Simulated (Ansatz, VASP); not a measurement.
One calculation of Ta2SiO3, two programs

```
Ta Si O
1.0
     1.90166   -6.80844    0.00000
     1.90166    6.80844    0.00000
     0.00000    0.00000    3.06985
Ta Si O
2 1 3
Direct
  0.64588 0.35412 0.00000
  0.35412 0.64588 0.00000
  0.00000 0.00000 0.50000
  0.80197 0.19803 0.00000
  0.50000 0.50000 0.00000
  0.19803 0.80197 0.00000
```

Change from the starting cell: species swapped into the NaCu2O3 type (Cmmm, No. 65).

Alike in both runs: functional PBE; k mesh 3 × 3 × 3; occupations gaussian, width 0.15 eV; no spin polarisation.

Ansatz relaxed the structure, and its values are those at the end. VASP's run is a single point on that final structure, the one shown.

|  | VASP | Ansatz |
| --- | --- | --- |
| version | VASP 6.6.1 | Ansatz 0.2.0 |
| potentials or method | VASP PAW PBE potentials, release 64 (Ta_pv, Si, O), cutoff 600 eV | scalar-relativistic, plane waves, PAW |
| valence electrons in the cell | 44 | 48 |

```tsv
	VASP	Ansatz	Ansatz less VASP
gap on the k mesh at the Fermi level (eV)	none	none	-
pressure (GPa)	0.3	0.0	-0.29
rms of the force components (eV/Å)	0.006	0.007	+0.0005
```

A gap of «none» marks a metal or a gap that the smearing closes. VASP's potentials hold 44 valence electrons a cell and Ansatz's 48, so a difference there can come from the potentials and not from the codes.

The k mesh is coarse, so the values compare programs but aren't converged. Neither program's run includes spin-orbit coupling.
